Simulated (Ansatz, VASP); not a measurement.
## One calculation of CoO, two programs

The input INCAR:

```
SYSTEM = CoO
PREC = Accurate
ENCUT = 520
EDIFF = 1E-6
ISMEAR = -1
SIGMA = 0.03
LREAL = .False.
LASPH = .True.
NELM = 150
ALGO = Normal
ISIF = 2
LWAVE = .False.
LCHARG = .True.
ISPIN = 2
MAGMOM = 2 0
LORBIT = 11
LMAXMIX = 4
GGA = PE
LELF = .True.
LVHAR = .True.
NBANDS = 18
```

Contents of KPOINTS:

```
Automatic mesh
0
Gamma
  13 13 15
  0 0 0
```

POSCAR

```
CoO
1.0
   -1.5622289045      1.4990114059      2.1072499549
    1.4990114059     -1.5622289045      2.1072499549
    1.5169888999      1.5169888999     -2.1524899595
Co O
1 1
Direct
    0.0000000000      0.0000000000      0.0000000000
    0.5000000000      0.5000000000      0.0000000000
```

Input for Ansatz:

```yaml
crystal:
  lattice:
    - [-1.5622289045, 1.4990114059, 2.1072499549]
    - [1.4990114059, -1.5622289045, 2.1072499549]
    - [1.5169888999, 1.5169888999, -2.1524899595]
  atoms:
    - { symbol: Co, position: [0.0, 0.0, 0.0], spin: 2.0 }
    - { symbol: O, position: [0.5, 0.5, 0.0] }
magnetization:
  spin_polarized: true
kpoints:
  mp_grid: { grid: [13, 13, 15] }
  band_path:
    path:
      - [0.0, 0.0, 0.0]
      - [0.5, 0.5, -0.5]
      - [0.2483398097, 0.7516601903, -0.5]
      - [-0.2483398097, 0.2483398097, 0.5]
      - [0.0, 0.0, 0.5]
      - [0.0, 0.0, 0.0]
      - [-0.5, 0.5, 0.0]
      - [0.0, 0.5, 0.0]
      - [0.0, 0.0, 0.0]
    npoints: 5
scf:
  occupations: { method: fermi_dirac, width: 0.03 }
hamiltonian:
  xc: pbe
  pseudopotentials: { kind: all_electron, lapw: { basis_error: 0.001 } }
output:
  forces: true
  stress: true
  eigenvalues: true
```

Change from the starting cell: equal xy, yz and zx shear strains of -3 %.

Alike in both runs: task single point; functional PBE; k mesh 13 × 13 × 15; occupations fermi-dirac, width 0.03 eV; collinear spin.

```csv
,VASP,Ansatz
version,VASP 6.6.1,Ansatz 0.2.0
potentials or method,"VASP PAW PBE potentials, release 64 (Co, O), cutoff 520 eV","all-electron LAPW, scalar-relativistic"
```

VASP gave:

```
pressure (GPa)                                                : -0.7
traceless stress, the component that is largest in VASP (GPa) : -0.50
net moment per atom (μB)                                      : 1.44
size of the moment on the site where the two differ most (μB) : 2.54
```

Q: What did Ansatz give for the same quantities?

A: Pressure (GPa): -0.1; traceless stress, the component that is largest in VASP (GPa): -0.55; net moment per atom (μB): 1.45; size of the moment on the site where the two differ most (μB): 2.57.

Site moments also hang on the region over which each program counts them. Ansatz ran all-electron here, and VASP with PAW potentials.
